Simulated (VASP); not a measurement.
Crystal: TiAl.

```xyz
2
Lattice="3.1142 0.0000 0.0000 0.0000 3.1142 0.0000 0.0000 0.0000 3.1142" Properties=species:S:1:pos:R:3 pbc="T T T"
Ti    0.0000    0.0000    0.0000
Al    1.5571    1.5571    1.5571
```

This cell differs from its parent crystal: volume scaled by 0.94.

Base run:

- Program: VASP 6.6.1
- Functional: PBEsol
- Potentials or basis: VASP PAW PBE potentials, release 64 (Ti_sv, Al)
- Cutoff: 520 eV
- k mesh: 8 × 8 × 8
- Occupations: fermi-dirac, width 0.05 eV
- Spin: no spin polarisation

Its results: pressure 5.3 GPa.

Question: The run is repeated on the same cell with these changes: functional from PBEsol to r2SCAN. What comes out?

Answer: Pressure 7.7 GPa.

Caveats: the PAW data sets were made with another functional, which shifts forces and pressure a little.
